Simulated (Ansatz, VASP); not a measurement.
**One calculation of CsI, two programs**

```
Cs I
1.0
     4.65803    0.00000    0.00000
     0.00000    4.65803    0.00000
     0.00000    0.00000    4.56670
Cs I
1 1
Direct
  0.00000 0.00000 0.00000
  0.50000 0.50000 0.50000
```

Change from the starting cell: equal xx and yy strain of +2 %, crystal datasets.

Alike in both runs: task electric field gradients; functional LDA; k mesh 7 × 7 × 7; occupations fermi-dirac, width 0.01 eV; no spin polarisation.

|  | VASP | Ansatz |
| --- | --- | --- |
| version | VASP 6.6.1 | Ansatz 0.2.0 |
| potentials or method | VASP PAW LDA potentials, release 64 (Cs_sv, I), cutoff 400 eV | all-electron PAW with datasets made for the crystal, scalar-relativistic |

```tsv
	VASP	Ansatz	Ansatz less VASP
gap on the k mesh at the Fermi level (eV)	3.38	3.37	-0.009
pressure (GPa)	-1.7	-1.7	-0.03
traceless stress, the component that is largest in VASP (GPa)	0.22	0.22	-0.001
size of Vzz on the site where it differs most (V/Å²)	12.8	13.2	+0.37
```

LDA's correlation is that of Perdew and Zunger in VASP and of Perdew and Wang (1992) in Ansatz. Ansatz ran all-electron here, and VASP with PAW potentials.

Neither program's run includes spin-orbit coupling.
